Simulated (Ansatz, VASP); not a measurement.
## One calculation of CdS, two programs

```xyz
2
Lattice="0.0000 2.6985 2.6985 2.6985 0.0000 2.6985 2.6985 2.6985 0.0000" Properties=species:S:1:pos:R:3 pbc="T T T"
Cd    0.0000    0.0000    0.0000
S     2.6985    2.6985    2.6985
```

Alike in both runs: functional PBEsol; k mesh 13 × 13 × 13; occupations fermi-dirac, width 0.08 eV; no spin polarisation.

Ansatz relaxed the structure, and its values are those at the end. VASP's run is a single point on that final structure, the one shown.

|  | VASP | Ansatz |
| --- | --- | --- |
| version | VASP 6.6.1 | Ansatz 0.2.0 |
| potentials or method | VASP PAW PBE potentials, release 64 (Cd, S) | PAW with Ansatz's default frozen-core files, scalar-relativistic |
| plane-wave cutoff (eV) | 520 | 420 |
| valence electrons in the cell | 18 | 26 |

VASP gave:

```
pressure (GPa) : 0.6
```

Question: What did Ansatz give for the same quantities?

Answer: Pressure (GPa): 0.0.

VASP's potentials were made for PBE, not for PBEsol. VASP's potentials hold 18 valence electrons a cell and Ansatz's 26, so a difference there can come from the potentials and not from the codes.
